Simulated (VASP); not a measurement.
Pt, 1 atom in the cell. Symmetry: Im-3m, No. 229, cubic system. Conventional cell: a = 3.168 Å, b = 3.168 Å, c = 3.168 Å, α = 90.00°, β = 90.00°, γ = 90.00°. Within 3.6 Å of Pt (site symmetry m-3m) lie 14 Pt at 2.74 to 3.17 Å. 

```yaml
Program: VASP 6.6.1
Task: single point
Functional: LDA
Potentials_or_basis: VASP PAW LDA potentials, release 64 (Pt)
Cutoff: 520 eV
k_mesh: 22 × 22 × 22
Occupations: gaussian, width 0.15 eV
Spin: no spin polarisation
Dipole_correction: no
Further_INCAR_settings: ALGO = Fast; EDIFF = 1e-06; NBANDS = 11
```

Potentials or basis: VASP PAW LDA potentials, release 64 (Pt).

The run is started by

```console
$ cat potpaw_LDA.64/Pt/POTCAR > POTCAR
$ mpirun -np 1 vasp_std > vasp.out
```

Hardware: 1 thread of AMD EPYC 7R13 Processor (Zen 3) (shared host).

Task: Estimate the wall time of this run.

Result: Run time: 42 s on 1 thread of AMD EPYC 7R13 Processor (Zen 3) (shared host), peak memory 0.13 GiB. Counts: scf iterations 12, k points 328.
